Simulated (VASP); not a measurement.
## SnO2: single point with PBEsol

SnO2:

```
CELL_PARAMETERS angstrom
4.80433 0.00000 0.00000
0.00000 4.80455 0.00000
0.00000 0.00000 3.14774
ATOMIC_POSITIONS crystal
Sn 0.50000 0.50000 0.50000
Sn 0.00000 0.00000 0.00000
O 0.30550 0.30558 0.00000
O 0.80550 0.19442 0.50000
O 0.19450 0.80558 0.50000
O 0.69450 0.69442 0.00000
```

This cell differs from its parent crystal: uniaxial strain along c: -2.0 %, then relaxed in part.

| Quantity | Value |
| --- | --- |
| Program | VASP 6.6.1 |
| Task | single point |
| Functional | PBEsol |
| Potentials or basis | VASP PAW PBE potentials, release 64 (Sn_d, O) |
| Cutoff | 520 eV |
| k mesh | 6 × 6 × 8 |
| Occupations | gaussian, width 0.02 eV |
| Spin | no spin polarisation |

The pressure is 2.8 GPa. The largest force is 0.022 eV/Å. The band gap on the k mesh is 1.05 eV.

Forces in eV/Å, atoms in the order of the input:
```
Sn   0.000  0.000  0.000
Sn   0.000  0.000  0.000
O   -0.016 -0.016  0.000
O   -0.016  0.016  0.000
O    0.016 -0.016  0.000
O    0.016  0.016  0.000
```

Stress tensor (GPa, compression positive):
```
0.56 0.00 0.00
0.00 0.56 0.00
0.00 0.00 7.25
```

Levels at points of the mesh, in eV from the valence-band top:
```
           k point  band 24  band 25  band 26  band 27  band 28  band 29
(0.00, 0.00, 0.00)    -0.82    -0.82     0.00     1.05     6.17     6.24
(0.50, 0.00, 0.00)    -1.17    -0.66    -0.66     4.21     4.21     7.04
(0.00, 0.50, 0.00)    -1.17    -0.66    -0.66     4.21     4.21     7.04
(0.50, 0.50, 0.00)    -1.27    -0.96    -0.96     4.69     4.69     7.40
(0.00, 0.00, 0.50)    -1.65    -1.26    -1.26     5.95     5.95     9.37
(0.50, 0.00, 0.50)    -1.12    -0.79    -0.79     6.19     6.19     7.62
(0.00, 0.50, 0.50)    -1.12    -0.79    -0.79     6.19     6.19     7.62
(0.50, 0.50, 0.50)    -0.99    -0.87    -0.87     4.54     4.54     8.64
```

Wall time 3.8 min on 1 thread of Intel Xeon 8259CL (shared host), peak memory 0.28 GiB.

Caveat: the cell differs from its parent crystal (uniaxial strain along c: -2.0 %, then relaxed in part); the PAW data sets were made with another functional, which shifts forces and pressure a little; spin-orbit coupling is left out, which moves the levels of the heavy elements.
